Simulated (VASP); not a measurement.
**ZnSe: single point with PBE**

The system is ZnSe.

```xyz
2
Lattice="0.0000 2.8659 2.8659 2.8659 0.0000 2.8659 2.8659 2.8659 0.0000" Properties=species:S:1:pos:R:3 pbc="T T T"
Zn    0.0000    0.0000    0.0000
Se    1.4329    1.4329    1.4329
```

```json
{
 "Program": "VASP 6.6.1",
 "Task": "single point",
 "Functional": "PBE",
 "Potentials or basis": "VASP PAW PBE potentials, release 64 (Zn, Se)",
 "Cutoff": "520 eV",
 "k mesh": "8 × 8 × 8",
 "Occupations": "gaussian, width 0.01 eV",
 "Spin": "no spin polarisation"
}
```

* Pressure: 0.2 GPa
* Band gap on the k mesh: 1.16 eV

Levels at points of the mesh, in eV from the valence-band top:
```tsv
k point	band 6	band 7	band 8	band 9	band 10	band 11	band 12	band 13
(0.00, 0.00, 0.00)	-6.09	0.00	0.00	0.00	1.16	5.81	5.81	5.81
(0.50, 0.00, 0.00)	-5.94	-5.02	-0.82	-0.82	2.48	6.38	6.38	8.48
(0.50, 0.50, 0.00)	-5.92	-4.61	-2.07	-2.07	3.06	3.46	10.50	11.02
```

It took 15 s on 1 thread of AMD EPYC 7R13 Processor (Zen 3), on a shared host, peak memory 0.15 GiB.
